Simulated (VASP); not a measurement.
Here is a VASP 6.6.1 calculation.

File INCAR:

```
SYSTEM = Sn3P4
PREC = Accurate
ENCUT = 520
EDIFF = 1E-7
ISMEAR = 0
SIGMA = 0.1
LREAL = .FALSE.
LASPH = .TRUE.
NELM = 100
ALGO = Normal
ISIF = 2
LWAVE = .FALSE.
LCHARG = .FALSE.
GGA = PE
NBANDS = 40
```

File KPOINTS:

```
Automatic mesh
0
G
  8 8 6
  0 0 0
```

POSCAR

```
Sn3P4
1.0
    2.6052757309     -5.4854127029      0.0000000000
    2.6052757309      5.4854127029      0.0000000000
    0.0000000000      0.0000000000      6.7111339114
Sn P
3 4
Direct
    0.1889718409      0.8110281591      0.0000000000
    0.8110281591      0.1889718409      0.0000000000
    0.5000000000      0.5000000000      0.5000000000
    0.1512484400      0.8487515600      0.5000000000
    0.8487515600      0.1512484400      0.5000000000
    0.0000000000      0.0000000000      0.2739779619
    0.0000000000      0.0000000000      0.7260220381
```

Potentials or basis: VASP PAW PBE potentials, release 64 (Sn_d, P).

Command:

```console
$ cat potpaw_PBE.64/Sn_d/POTCAR potpaw_PBE.64/P/POTCAR > POTCAR
$ mpirun -np 1 vasp_std > vasp.out
```

**Question.** What does it give for the band gap on the k mesh?

**Answer.** Zero (bands 31 and 32 overlap by 0.54 eV).

**Question.** Estimate the pressure.

**Answer.** -0.1 GPa.

**Question.** What does it give for the largest force?

**Answer.** 0.049 eV/Å.

Forces on the atoms (eV/Å):
```
Sn   0.000 -0.004  0.000
Sn   0.000  0.004  0.000
Sn   0.000  0.000  0.000
P    0.000  0.049  0.000
P    0.000 -0.049  0.000
P    0.000  0.000  0.047
P    0.000  0.000 -0.047
```

Caveat: spin-orbit coupling is left out, which moves the levels of the heavy elements.
